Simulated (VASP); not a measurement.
Runs of VASP 6.6.1 on NaCl (base). The structure is that of space group Fm-3m (No. 225), or close to it. The cells are those of the table. 

```csv
task,cell,k mesh,smearing,gap on the mesh (eV),pressure (GPa)
single point,"a = 3.437 Å, angles 60.0°, 2 atoms",12 × 12 × 12,gaussian 0.02 eV,6.92,30.4
single point,"a = 3.960 Å, angles 60.0°, 2 atoms",12 × 12 × 12,gaussian 0.02 eV,5.01,0.0
single point,"a = 3.335 Å, angles 60.0°, 2 atoms",12 × 12 × 12,gaussian 0.02 eV,(b),45.7
single point,"a = 3.556 Å, angles 60.0°, 2 atoms",12 × 12 × 12,gaussian 0.02 eV,6.59,18.2
relaxation of cell and atoms,"relaxed to 30 GPa from a = 3.974 Å, angles 60.0°, 2 atoms",8 × 8 × 8,gaussian 0.02 eV,6.93,30.0
single point,"a = 3.259 Å, angles 60.0°, 2 atoms",12 × 12 × 12,gaussian 0.02 eV,6.21,61.0
relaxation of cell and atoms,"relaxed to 30 GPa from a = 3.437 Å, angles 60.0°, 2 atoms",8 × 8 × 8,gaussian 0.02 eV,6.93,30.0
single point,"a = 3.728 Å, angles 60.0°, 2 atoms",12 × 12 × 12,gaussian 0.02 eV,5.80,7.3
single point,"a = 3.974 Å, angles 60.0°, 2 atoms",6 × 6 × 6,gaussian 0.1 eV,4.97,(a)
single point,"a = 3.437 Å, angles 60.0°, 2 atoms",8 × 8 × 8,gaussian 0.02 eV,6.92,30.4
```

Alike in all rows: level PBEsol; potentials or basis VASP PAW PBE potentials, release 64 (Na_pv, Cl); no spin polarisation; cutoff (eV) 500.

Problem. Fill in the values left out.

Solution. (a) -0.2; (b) 6.55.

Caveats: the PAW data sets were made with another functional, which shifts forces and pressure a little; the cell is relaxed towards a set pressure, so the enthalpy falls and the energy may rise (some runs).

A k mesh can miss the band edges.
